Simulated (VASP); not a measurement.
# F (C2/m) in VASP: further runs, part 2 of 2

VASP 6.6.1.

### 4 Single point, PBEsol

This run uses another cell than the first one, of 20.60 Å³/atom, 1.047 times its volume.

File INCAR:

```
SYSTEM = F
ALGO = Normal
EDIFF = 1E-6
ENCUT = 520
GGA = PS
ISIF = 2
ISMEAR = 0
LASPH = .True.
LCHARG = .True.
LELF = .True.
LREAL = .False.
LVHAR = .True.
LWAVE = .False.
NBANDS = 22
NELM = 80
PREC = Accurate
SIGMA = 0.05
```

File KPOINTS:

```
k-points
0
Gamma
  4 4 2
  0 0 0
```

File POSCAR:

```
F
1.0
    3.2073319870     -1.8139771864     -0.2473771120
    3.2073319870      1.8139771864     -0.2473771120
   -2.4204644621      0.0000000000      7.2681254675
F
4
Direct
    0.0848459664      0.0848459664      0.0940038325
    0.9151540336      0.9151540336      0.9059961675
    0.5015719855      0.5015719855      0.5937195244
    0.4984280145      0.4984280145      0.4062804756
```

Potentials or basis: VASP PAW PBE potentials, release 64 (F).

Started as:

```console
cat potpaw_PBE.64/F/POTCAR > POTCAR
mpirun -np 1 vasp_std > vasp.out
```

OUTCAR:

```text
SYSTEM = F
   EDIFF = 1E-6
   ENCUT = 520
   GGA = PS
   ISIF = 2
   ISMEAR = 0
   LASPH = .True.
   LREAL = .False.
   NELM = 80
   PREC = Accurate

 ion  position               nearest neighbor table
   1  0.085  0.085  0.094-   2 1.43
   2  0.915  0.915  0.906-   1 1.43
   3  0.502  0.502  0.594-   4 1.43
   4  0.498  0.498  0.406-   3 1.43

  LATTYP: Found a base centered monoclinic cell.
 ALAT       =     6.4337155394
 B/A-ratio  =     0.5638972302
 C/A-ratio  =     1.1906910645
 COS(beta)  =    -0.3879892014

  Lattice vectors:

 A1 = (   3.2073319870,  -1.8139771864,  -0.2473771120)
 A2 = (   3.2073319870,   1.8139771864,  -0.2473771120)
 A3 = (  -2.4204644621,   0.0000000000,   7.2681254675)

Analysis of symmetry for initial positions (statically):
=====================================================================
 Subroutine PRICEL returns:
 Original cell was already a primitive cell.

 Routine SETGRP: Setting up the symmetry group for a
[... 157 lines left out ...]
  free energy    TOTEN  =        -7.78716747 eV

  energy without entropy =       -7.78716747  energy(sigma->0) =       -7.78716747

 E-fermi :  -5.9099     XC(G=0):  -6.4850

 val. band max:       -6.1479334532   @ k =   0.5000   0.5000   0.0000
 cond. band min:      -3.4084355497   @ k =   0.0000   0.0000   0.0000
 fundamental gap:      2.7394979035
 Fermi energy:        -5.9099187882

 k-point     1 :       0.0000    0.0000    0.0000
  band No.  band energies     occupation
      1     -30.7407      2.00000
      2     -30.5944      2.00000
      3     -24.6601      2.00000
      4     -24.4489      2.00000
      5     -12.5236      2.00000
      6     -12.0327      2.00000
[... 339 lines left out ...]
     21       8.5150      0.00000
     22       8.6208      0.00000

------------------------ aborting loop because EDIFF is reached ----------------------------------------

  FORCE on cell =-STRESS in cart. coord.  units (eV):
  Direction    XX          YY          ZZ          XY          YZ          ZX
  --------------------------------------------------------------------------------------
  -------------------------------------------------------------------------------------
  Total       -0.5318647     -0.2712345     -1.7575867      0.0000000      0.0000000     -0.1106145
  in kB      -10.3415247     -5.2738558    -34.1743403      0.0000000      0.0000000     -2.1507768
  external PRESSURE =     -16.5965736 kB  Pullay stress =       0.0000000 kB

 VOLUME and BASIS-vectors are now :
 -----------------------------------------------------------------------------
  energy-cutoff  :      520.00
  volume of cell :       82.40
      direct lattice vectors                 reciprocal lattice vectors
     3.207331987 -1.813977186 -0.247377112     0.160002594 -0.275637425  0.053284798
     3.207331987  1.813977186 -0.247377112     0.160002594  0.275637425  0.053284798
    -2.420464462  0.000000000  7.268125467     0.010891661  0.000000000  0.141214249

 POSITION                                       TOTAL-FORCE (eV/Angst)
 -----------------------------------------------------------------------------------
      0.31673      0.00000      0.64125        -0.262130      0.000000     -0.527914
      3.67747      0.00000      6.13212         0.262130      0.000000      0.527914
      1.78034      0.00000      4.06707         0.188878      0.000000     -0.568480
      2.21386      0.00000      2.70630        -0.188878      0.000000      0.568480
 -----------------------------------------------------------------------------------
    total drift:                                0.000000      0.000000     -0.000000

  FREE ENERGIE OF THE ION-ELECTRON SYSTEM (eV)
  ---------------------------------------------------
  free  energy   TOTEN  =        -7.7871674744 eV

  energy  without entropy=       -7.7871674744  energy(sigma->0) =       -7.78716747
```

OSZICAR:

```text
N       E                     dE             d eps       ncg     rms          rms(c)
DAV:   1     0.187923399312E+03    0.18792E+03   -0.14985E+04   624   0.115E+03
DAV:   2     0.528528086553E+00   -0.18739E+03   -0.18089E+03   908   0.280E+02
DAV:   3    -0.945347636862E+01   -0.99820E+01   -0.99292E+01   718   0.637E+01
DAV:   4    -0.952176340416E+01   -0.68287E-01   -0.68284E-01   658   0.617E+00
DAV:   5    -0.952218964416E+01   -0.42624E-03   -0.42623E-03   718   0.469E-01    0.111E+01
DAV:   6    -0.823357943517E+01    0.12886E+01   -0.44171E-01   616   0.665E+00    0.630E+00
DAV:   7    -0.778879872391E+01    0.44478E+00   -0.59971E-01   640   0.731E+00    0.677E-01
DAV:   8    -0.778696784008E+01    0.18309E-02   -0.78260E-02   646   0.198E+00    0.119E-01
DAV:   9    -0.778705534982E+01   -0.87510E-04   -0.96800E-04   694   0.238E-01    0.701E-02
DAV:  10    -0.778716406581E+01   -0.10872E-03   -0.27857E-04   652   0.136E-01    0.260E-02
DAV:  11    -0.778716779591E+01   -0.37301E-05   -0.30337E-05   688   0.533E-02    0.675E-03
DAV:  12    -0.778716747436E+01    0.32155E-06   -0.41138E-06   676   0.178E-02
   1 F= -.77871675E+01 E0= -.77871675E+01  d E =-.127095E-12
```

Wall time 14 s (1 thread of AMD EPYC 9R45 (Zen 5), shared host); peak memory 0.16 GiB.

What came out:

```yaml
Free_energy: -7.7872 eV
Pressure: -1.7 GPa
Largest_force: 0.599 eV/Å
Band_gap_on_the_k_mesh: 2.74 eV, indirect (least direct gap 2.81 eV)
```

Forces on the atoms (eV/Å):
```
F   -0.262  0.000 -0.528
F    0.262  0.000  0.528
F    0.189  0.000 -0.568
F   -0.189  0.000  0.568
```

Levels at points of the mesh, in eV from the valence-band top:
```csv
k point,band 12,band 13,band 14,band 15,band 16,band 17
"(0.00, 0.00, 0.00)",-0.16,-0.10,-0.07,2.74,3.40,8.61
"(0.50, 0.00, 0.00)",-0.26,-0.25,-0.15,3.09,3.17,12.37
"(0.50, 0.50, 0.00)",-0.24,-0.16,0.00,3.05,3.16,12.69
"(0.00, 0.00, 0.50)",-0.16,-0.16,-0.08,3.01,3.09,9.42
"(0.50, 0.00, 0.50)",-0.29,-0.18,-0.06,2.95,3.29,12.28
"(0.50, 0.50, 0.50)",-0.21,-0.16,-0.08,3.08,3.16,12.24
```

Caveat: the k points lie up to 0.51 Å⁻¹ apart; the PAW data sets were made with another functional, which shifts forces and pressure a little. A k mesh can miss the band edges.

### 5 Single point, PBEsol

This run uses another cell than the first one, of 20.60 Å³/atom, 1.047 times its volume.

File INCAR:

```
SYSTEM = F
PREC = Accurate
ENCUT = 520
EDIFF = 1E-7
ISMEAR = 0
SIGMA = 0.05
LREAL = .FALSE.
LASPH = .TRUE.
NELM = 80
ALGO = Normal
ISIF = 2
LWAVE = .FALSE.
LCHARG = .FALSE.
GGA = PS
NBANDS = 22
```

File KPOINTS:

```
regular mesh
0
G
  4 4 2
  0 0 0
```

File POSCAR:

```
F
1.0
    3.3474214824     -1.7756140758     -0.2581820224
    3.3474214824      1.7756140758     -0.2581820224
   -2.5613829065      0.0000000000      7.1292316784
F
4
Direct
    0.0848459664      0.0848459664      0.0940038325
    0.9151540336      0.9151540336      0.9059961675
    0.5015719855      0.5015719855      0.5937195244
    0.4984280145      0.4984280145      0.4062804756
```

Started as:

```console
cat potpaw_PBE.64/F/POTCAR > POTCAR
mpirun -np 1 vasp_std > vasp.out
```

Run time: 14 s. Hardware: 1 thread of AMD EPYC 9R45 (Zen 5), shared host; peak memory 0.15 GiB.

Results (log left out):

```
Free energy            : -7.7975 eV
Pressure               : -0.6 GPa
Largest force          : 0.016 eV/Å
Band gap on the k mesh : 2.95 eV, indirect (least direct gap 3.03 eV)
```

Forces in eV/Å, atoms in the order of the input:
```
F   -0.001  0.000 -0.013
F    0.001  0.000  0.013
F    0.012  0.000 -0.009
F   -0.012  0.000  0.009
```

Levels at points of the mesh, in eV from the valence-band top:
| k point | band 12 | band 13 | band 14 | band 15 | band 16 | band 17 |
| --- | --- | --- | --- | --- | --- | --- |
| (0.00, 0.00, 0.00) | -0.15 | -0.12 | -0.08 | 2.95 | 3.57 | 8.53 |
| (0.50, 0.00, 0.00) | -0.28 | -0.27 | -0.17 | 3.29 | 3.36 | 12.33 |
| (0.50, 0.50, 0.00) | -0.23 | -0.16 | 0.00 | 3.25 | 3.33 | 12.39 |
| (0.00, 0.00, 0.50) | -0.19 | -0.15 | -0.08 | 3.21 | 3.27 | 9.38 |
| (0.50, 0.00, 0.50) | -0.32 | -0.19 | -0.06 | 3.16 | 3.47 | 12.25 |
| (0.50, 0.50, 0.50) | -0.21 | -0.15 | -0.08 | 3.27 | 3.34 | 11.91 |

Caveat: the k points lie up to 0.51 Å⁻¹ apart; the PAW data sets were made with another functional, which shifts forces and pressure a little.

### 6 The runs side by side

| cell | gap on the mesh (eV) | pressure (GPa) | largest force (eV/Å) |
| --- | --- | --- | --- |
| a = 3.565, b = 3.565, c = 7.613 Å, angles 108.7, 108.7, 61.2°, 4 atoms | 2.78 | -1.2 | 0.32 |
| a = 3.613, b = 3.613, c = 7.567 Å, angles 109.4, 109.4, 59.6°, 4 atoms | 2.90 | -0.5 | 0.01 |
| a = 3.693, b = 3.693, c = 7.661 Å, angles 109.8, 109.8, 58.8°, 4 atoms | 2.74 | -1.7 | 0.60 |
| a = 3.798, b = 3.798, c = 7.575 Å, angles 111.2, 111.2, 55.7°, 4 atoms | 2.95 | -0.6 | 0.02 |

Alike in all rows: task single point; level PBEsol; potentials or basis VASP PAW PBE potentials, release 64 (F); no spin polarisation; k mesh 4 × 4 × 2; cutoff (eV) 520; smearing gaussian 0.05 eV.

Caveats: all runs use coarse meshes; the PAW data sets were made with another functional, which shifts forces and pressure a little.

Absolute energies hang on the potentials; compare differences alone.
